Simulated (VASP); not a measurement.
Input of a VASP 6.6.1 run:

File INCAR:

```
  PREC = Accurate
  ENCUT = 520
  EDIFF = 1E-6
  ISMEAR = 0
  SIGMA = 0.02
  LREAL = Auto
  LASPH = T
  NELM = 80
  ALGO = Normal
  ISIF = 2
  LWAVE = F
  LCHARG = T
  GGA = PE
  LELF = T
  LVHAR = T
  NBANDS = 57
```

Contents of KPOINTS:

```
regular mesh
0
Gamma
  2 2 1
```

File POSCAR:

```
C19O
1.0
    7.3980000000      0.0000000000      0.0000000000
   -3.6990000000      6.4068560000      0.0000000000
    0.0000000000      0.0000000000     13.0000000000
C O
19 1
Direct
   -0.0217916743     -0.0072508263      0.0692968462
    0.2019272954      0.1048962237      0.0694061538
   -0.0220412917      0.3256832993      0.0710326923
    0.2018261207      0.4377974158      0.0712739231
   -0.0221364694      0.6594488779      0.0688349231
    0.2018274549      0.7720109520      0.0692603846
    0.3116218183     -0.0069491183      0.0700800000
    0.5356695224      0.1047680797      0.0714660000
    0.3115161173      0.3262103909      0.0708706154
    0.5355536401      0.4380207702      0.0711894615
    0.3109808405      0.6592003941      0.0718240769
    0.5367469536      0.7716839586      0.0726089231
    0.6451626560     -0.0072434904      0.0720232308
    0.8690044383      0.1048017936      0.0708157692
    0.6448684700      0.3260745988      0.0707736154
    0.8686558086      0.4380618200      0.0705199231
    0.6450824119      0.6592153780      0.0715183077
    0.8689345409      0.7715160135      0.0692935385
    0.3213383860      0.7100741768      0.2425573846
    0.4905691930      0.7366939416      0.2489441538
```

Potentials or basis: VASP PAW PBE potentials, release 64 (C, O).

Launch:

```sh
$ cat potpaw_PBE.64/C/POTCAR potpaw_PBE.64/O/POTCAR > POTCAR
$ mpirun -np 1 vasp_std > vasp.out
```

(1) What does it give for the largest force?

(2) What does it give for the band gap on the k mesh?

Results:

(1) 2.379 eV/Å.

(2) 0.18 eV.

Caveat: the k points lie up to 0.49 Å⁻¹ apart; there is no dipole correction, which matters where the two faces differ.
